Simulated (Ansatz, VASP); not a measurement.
## BAs in VASP and in Ansatz

POSCAR

```
BAs
1.0
    0.0000000000      2.3919171962      2.2005638205
    2.3919171962      0.0000000000      2.2005638205
    2.3919171962      2.3919171962      0.0000000000
B As
1 1
Direct
    0.0000000000      0.0000000000      0.0000000000
    0.7500000000      0.7500000000      0.7500000000
```

INCAR.step1

```
PREC     = Accurate       # precision mode
ENCUT    = 520            # plane-wave cutoff, eV
ISMEAR   = 0              # smearing method
SIGMA    = 0.05           # smearing width, eV
LREAL    = F              # projectors in reciprocal space
LASPH    = T              # aspherical terms in the spheres
NELM     = 80             # most SCF steps
NBANDS   = 11             # bands
GGA      = PE             # functional
ALGO     = Normal         # electronic algorithm
EDIFF    = 1E-4           # SCF threshold, eV
LWAVE    = T              # write WAVECAR
LCHARG   = F              # write CHGCAR
```

File INCAR.step2:

```
PREC     = Accurate       # precision mode
ENCUT    = 520            # plane-wave cutoff, eV
EDIFF    = 1E-6           # SCF threshold, eV
ISMEAR   = 0              # smearing method
SIGMA    = 0.05           # smearing width, eV
LREAL    = F              # projectors in reciprocal space
LASPH    = T              # aspherical terms in the spheres
NELM     = 80             # most SCF steps
ALGO     = Normal         # electronic algorithm
ISIF     = 2              # what is computed and relaxed
LWAVE    = F              # write WAVECAR
LCHARG   = F              # write CHGCAR
METAGGA  = R2SCAN         # meta-GGA
LMIXTAU  = T            
NBANDS   = 11             # bands
ISTART   = 1
```

Contents of KPOINTS:

```
regular mesh
0
Gamma
  10 10 10
```

Input for Ansatz:

```yaml
crystal:
  lattice:
    - [0.0, 2.3919171962, 2.2005638205]
    - [2.3919171962, 0.0, 2.2005638205]
    - [2.3919171962, 2.3919171962, 0.0]
  atoms:
    - { symbol: B, position: [0.0, 0.0, 0.0] }
    - { symbol: As, position: [0.75, 0.75, 0.75] }
basis:
  ecutwfc: 500
kpoints:
  mp_grid: { grid: [10, 10, 10] }
hamiltonian:
  xc: r2scan
scf:
  occupations: { method: gaussian, width: 0.05 }
output:
  forces: true
  stress: true
  eigenvalues: true
```

Change from the starting cell: strain +0.000 along x and y, -0.080 along z, atoms carried along.

Alike in both runs: task single point; functional r2SCAN; k mesh 10 × 10 × 10; occupations gaussian, width 0.05 eV; no spin polarisation.

```csv
,VASP,Ansatz
version,VASP 6.6.1,Ansatz 0.2.0
potentials or method,"VASP PAW PBE potentials, release 64 (B, As), cutoff 520 eV","scalar-relativistic, plane waves, PAW"
valence electrons in the cell,8,18
```

```tsv
	VASP	Ansatz	Ansatz less VASP
gap on the k mesh at the Fermi level (eV)	none	none	-
pressure (GPa)	14.2	13.7	-0.48
traceless stress, the component that is largest in VASP (GPa)	11.36	11.41	+0.044
```

VASP's potentials were made for PBE, not for r2SCAN. A gap of «none» marks a metal or a gap that the smearing closes. The functional is the same, so the differences come from potentials, cutoffs and numerics. VASP's potentials hold 8 valence electrons a cell and Ansatz's 18, so a difference there can come from the potentials and not from the codes.
